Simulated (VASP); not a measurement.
## Ta2N: single point with PBE

Crystal: Ta2N.

```
Ta N
1.0
     5.27912    0.00000    0.00000
    -2.63956    4.57185    0.00000
     0.00000    0.00000    5.02150
Ta N
6 3
Direct
  0.65531 0.65531 0.75285
  0.00000 0.34469 0.75285
  0.34469 0.00000 0.75285
  0.34469 0.34469 0.24715
  0.00000 0.65531 0.24715
  0.65531 0.00000 0.24715
  0.66667 0.33333 0.50000
  0.33333 0.66667 0.50000
  0.00000 0.00000 0.00000
```

This cell differs from its parent crystal: atoms shifted along a free coordinate, c/a of the conventional cell at fixed volume 0.9512.

```json
{
 "Program": "VASP 6.6.1",
 "Task": "single point",
 "Functional": "PBE",
 "Potentials or basis": "VASP PAW PBE potentials, release 64 (Ta_pv, N)",
 "Cutoff": "520 eV",
 "k mesh": "9 × 9 × 8",
 "Occupations": "gaussian, width 0.15 eV",
 "Spin": "no spin polarisation"
}
```

* Pressure: 1.2 GPa
* Largest force: 1.509 eV/Å
* Band gap on the k mesh: zero (an odd number of electrons rules out a gap without spin polarisation)

Forces on the atoms (eV/Å):
```
Ta   0.690  1.194  0.612
Ta   0.690 -1.194  0.612
Ta  -1.379  0.000  0.612
Ta  -0.690 -1.194 -0.612
Ta  -0.690  1.194 -0.612
Ta   1.379  0.000 -0.612
N    0.000  0.000  0.000
N    0.000  0.000  0.000
N    0.000  0.000  0.000
```

Stress tensor (GPa, compression positive):
```
 2.50  0.00  0.00
 0.00  2.50  0.00
 0.00  0.00 -1.41
```

Levels at points of the mesh, in eV from the Fermi level:
| k point | band 38 | band 39 | band 40 | band 41 | band 42 | band 43 | band 44 | band 45 |
| --- | --- | --- | --- | --- | --- | --- | --- | --- |
| (0.00, 0.00, 0.00) | -1.00 | -0.58 | -0.58 | -0.43 | -0.23 | -0.23 | 0.79 | 0.79 |
| (0.00, 0.00, 0.50) | -1.83 | -1.28 | -1.28 | -0.88 | 0.62 | 0.70 | 0.70 | 1.93 |

Run time: 15 min on 1 thread of Intel Xeon 8259CL (shared host), peak memory 0.48 GiB.

Caveat: spin-orbit coupling is left out, which moves the levels of the heavy elements; forces of over 1 eV/Å act on the atoms, so gaps and moduli don't describe the material at rest.
